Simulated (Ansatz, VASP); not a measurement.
## AlN: VASP beside Ansatz

```
CELL_PARAMETERS angstrom
3.12967 0.00000 0.00000
-1.56483 2.71037 0.00000
0.00000 0.00000 4.98100
ATOMIC_POSITIONS crystal
Al 0.33333 0.66667 0.99954
Al 0.66667 0.33333 0.49954
N 0.33333 0.66667 0.38246
N 0.66667 0.33333 0.88246
```

Alike in both runs: task single point; functional HSE06; k mesh 6 × 6 × 4; occupations gaussian, width 0.03 eV; no spin polarisation.

|  | VASP | Ansatz |
| --- | --- | --- |
| version | VASP 6.6.1 | Ansatz 0.2.0 |
| potentials or method | VASP PAW PBE potentials, release 64 (Al, N) | scalar-relativistic, plane waves, PAW |
| plane-wave cutoff (eV) | 520 | 420 |
| valence electrons in the cell | 16 | 16 |

VASP gave:

| Quantity | Value |
| --- | --- |
| gap on the k mesh at the Fermi level (eV) | 5.41 |
| least direct gap on the mesh (eV) | 5.41 |

Task: What did Ansatz give for the same quantities?

Result: gap on the k mesh at the Fermi level (eV): 5.42; least direct gap on the mesh (eV): 5.42.
